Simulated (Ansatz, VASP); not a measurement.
Two plane-wave programs on InP

INCAR

```
SYSTEM = InP
  ALGO = Normal
  EDIFF = 1E-6
  ENCUT = 520
  GGA = PE
  ISIF = 2
  ISMEAR = 0
  LASPH = .TRUE.
  LCHARG = .TRUE.
  LELF = .TRUE.
  LREAL = .FALSE.
  LVHAR = .TRUE.
  LWAVE = .FALSE.
  NBANDS = 46
  NELM = 60
  PREC = Accurate
  SIGMA = 0.05
```

File KPOINTS:

```
k-points
0
G
  4 4 4
  0 0 0
```

The input POSCAR:

```
InP
1.0
    5.9600684126      0.0000000000      0.0000000000
    0.0000000000     -5.9600684126      0.0000000000
    0.0000000000      0.0000000000     -5.9600684126
In P
4 4
Direct
    0.0000000000      0.5000000000      0.5000000000
    0.5000000000      0.0000000000      0.5000000000
    0.5000000000      0.5000000000      0.0000000000
    0.0000000000      0.0000000000      0.0000000000
    0.7500000000      0.7500000000      0.7500000000
    0.2500000000      0.2500000000      0.7500000000
    0.2500000000      0.7500000000      0.2500000000
    0.7500000000      0.2500000000      0.2500000000
```

Input for Ansatz:

```yaml
crystal:
  lattice:
    - [5.9600684126, 0.0, 0.0]
    - [0.0, -5.9600684126, 0.0]
    - [0.0, 0.0, -5.9600684126]
  atoms:
    - { symbol: In, position: [0.0, 0.5, 0.5] }
    - { symbol: In, position: [0.5, 0.0, 0.5] }
    - { symbol: In, position: [0.5, 0.5, 0.0] }
    - { symbol: In, position: [0.0, 0.0, 0.0] }
    - { symbol: P, position: [0.75, 0.75, 0.75] }
    - { symbol: P, position: [0.25, 0.25, 0.75] }
    - { symbol: P, position: [0.25, 0.75, 0.25] }
    - { symbol: P, position: [0.75, 0.25, 0.25] }
basis:
  ecutwfc: 420
kpoints:
  mp_grid: { grid: [4, 4, 4] }
hamiltonian:
  xc: pbe
scf:
  occupations: { method: gaussian, width: 0.05 }
output:
  forces: true
  stress: true
  eigenvalues: true
  write_density: true
  write_potential: true
  elf: true
  volumetric_format: npy
```

Alike in both runs: task single point; functional PBE; k mesh 4 × 4 × 4; occupations gaussian, width 0.05 eV; no spin polarisation.

|  | VASP | Ansatz |
| --- | --- | --- |
| version | VASP 6.6.1 | Ansatz 0.2.0 |
| potentials or method | VASP PAW PBE potentials, release 64 (In_d, P), cutoff 520 eV | scalar-relativistic, plane waves, PAW |
| valence electrons in the cell | 72 | 72 |

Ansatz gave:

- gap on the k mesh at the Fermi level (eV): 0.44
- least direct gap on the mesh (eV): 0.44
- pressure (GPa): 0.0

Task: Estimate VASP's values.

Result: gap on the k mesh at the Fermi level (eV): 0.44; least direct gap on the mesh (eV): 0.44; pressure (GPa): -0.1.

With one functional, cell and mesh, what is left measures potentials, basis and numerics.
